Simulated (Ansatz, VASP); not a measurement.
**Two plane-wave programs on SnGe2**

The input INCAR:

```
ALGO = Normal
EDIFF = 1E-7
ENCUT = 520
GGA = PE
ISIF = 2
ISMEAR = -1
LASPH = T
LCHARG = F
LREAL = F
LWAVE = F
NBANDS = 51
NELM = 60
PREC = Accurate
SIGMA = 0.02
```

Contents of KPOINTS:

```
k-points
0
Gamma
  12 12 4
```

POSCAR

```
SnGe2
1.0
    4.2267946078      0.0000000000      0.0000000000
   -2.1133973039      3.6605115069      0.0000000000
    0.0000000000      0.0000000000     10.4694346866
Ge Sn
4 2
Direct
    0.3333333333      0.6666666667      0.6880136213
    0.0000000000      0.0000000000      0.3817931888
    0.0000000000      0.0000000000      0.6182068112
    0.6666666667      0.3333333333      0.3119863787
    0.6666666667      0.3333333333      0.0593106549
    0.3333333333      0.6666666667      0.9406893451
```

Input for Ansatz:

```yaml
crystal:
  lattice:
    - [4.2267946078, 0.0, 0.0]
    - [-2.1133973039, 3.6605115069, 0.0]
    - [0.0, 0.0, 10.4694346866]
  atoms:
    - { symbol: Ge, position: [0.3333333333, 0.6666666667, 0.6880136213] }
    - { symbol: Ge, position: [0.0, 0.0, 0.3817931888] }
    - { symbol: Sn, position: [0.6666666667, 0.3333333333, 0.0593106549] }
    - { symbol: Ge, position: [0.0, 0.0, 0.6182068112] }
    - { symbol: Ge, position: [0.6666666667, 0.3333333333, 0.3119863787] }
    - { symbol: Sn, position: [0.3333333333, 0.6666666667, 0.9406893451] }
kpoints:
  mp_grid: { grid: [12, 12, 4] }
  band_path:
    path:
      - [[0.0, 0.0, 0.0], [0.5, 1.520643523112e-18, 2.006604216509e-33], [0.3333333333333, 0.3333333333333, 1.989377066362e-33], [0.0, 0.0, 0.0], [-1.714915527656e-50, -1.079254314473e-50, 0.5], [0.5, 1.520643523112e-18, 0.5], [0.3333333333333, 0.3333333333333, 0.5], [-1.714915527656e-50, -1.079254314473e-50, 0.5]]
      - [[0.5, 1.520643523112e-18, 0.5], [0.5, 1.520643523112e-18, 2.006604216509e-33]]
      - [[0.3333333333333, 0.3333333333333, 0.5], [0.3333333333333, 0.3333333333333, 1.989377066362e-33]]
    npoints: 10
hamiltonian:
  xc: pbe
scf:
  occupations: { method: fermi_dirac, width: 0.02 }
  n_extra_bands: 5
output:
  forces: true
  stress: true
  eigenvalues: true
  write_density: true
  write_potential: true
  elf: true
  volumetric_format: npy
```

Alike in both runs: task single point; functional PBE; k mesh 12 × 12 × 4; occupations fermi-dirac, width 0.02 eV; no spin polarisation.

|  | VASP | Ansatz |
| --- | --- | --- |
| version | VASP 6.6.1 | Ansatz 0.2.0 |
| potentials or method | VASP PAW PBE potentials, release 64 (Ge_d, Sn_d) | plane waves, PAW |
| plane-wave cutoff (eV) | 520 | 420 |
| valence electrons in the cell | 84 | 84 |

|  | VASP | Ansatz | Ansatz less VASP |
| --- | --- | --- | --- |
| pressure (GPa) | 2.1 | 2.2 | +0.04 |
| rms of the force components (eV/Å) | 0.023 | 0.024 | +0.0010 |
